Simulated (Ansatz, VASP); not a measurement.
**Two plane-wave programs on BN**

Contents of INCAR:

```
SYSTEM = BN
  PREC = Accurate
  ENCUT = 520
  EDIFF = 1E-6
  ISMEAR = 0
  SIGMA = 0.05
  LREAL = .False.
  LASPH = .True.
  NELM = 60
  ALGO = Normal
  ISIF = 2
  LWAVE = .False.
  LCHARG = .False.
  GGA = PE
  IVDW = 12
  NBANDS = 11
```

KPOINTS

```
regular mesh
0
Gamma
  12 12 12
  0 0 0
```

Contents of POSCAR:

```
BN
1.0
    0.0000000000      3.4730614771      2.1688319106
    1.2036887688      0.0000000000      2.1688319106
    1.2036887688      3.4730614771      0.0000000000
B N
1 1
Direct
    0.0001068737      0.0001068737      0.9998931263
    0.6665931163      0.6665931163      0.3334068837
```

Input for Ansatz:

```yaml
crystal:
  lattice:
    - [0.0, 3.4730614771, 2.1688319106]
    - [1.2036887688, 0.0, 2.1688319106]
    - [1.2036887688, 3.4730614771, 0.0]
  atoms:
    - { symbol: B, position: [0.0001068737, 0.0001068737, 0.9998931263] }
    - { symbol: "N", position: [0.6665931163, 0.6665931163, 0.3334068837] }
basis:
  ecutwfc: 420
kpoints:
  mp_grid: { grid: [12, 12, 12] }
hamiltonian:
  xc: pbe
  dispersion: d3bj
scf:
  occupations: { method: gaussian, width: 0.05 }
output:
  forces: true
  stress: true
  eigenvalues: true
```

Change from the starting cell: strain -0.0400 x Voigt [1, -1, 0, 0, 0, 0], atoms carried along.

Alike in both runs: task single point; functional PBE; dispersion D3(BJ); k mesh 12 × 12 × 12; occupations gaussian, width 0.05 eV; no spin polarisation.

|  | VASP | Ansatz |
| --- | --- | --- |
| version | VASP 6.6.1 | Ansatz 0.2.0 |
| potentials or method | VASP PAW PBE potentials, release 64 (B, N), cutoff 520 eV | scalar-relativistic, plane waves, PAW |
| valence electrons in the cell | 8 | 8 |

VASP gave:

- gap on the k mesh at the Fermi level (eV): 3.75
- least direct gap on the mesh (eV): 4.74
- pressure (GPa): 15.5
- traceless stress, the component that is largest in VASP (GPa): 24.41
- rms of the force components (eV/Å): 0.382

Problem. Which values does Ansatz return?

Solution. gap on the k mesh at the Fermi level (eV): 3.76; least direct gap on the mesh (eV): 4.75; pressure (GPa): 15.5; traceless stress, the component that is largest in VASP (GPa): 24.25; rms of the force components (eV/Å): 0.382.

Atom by atom the forces differ by 0.000 eV/Å (rms over components).
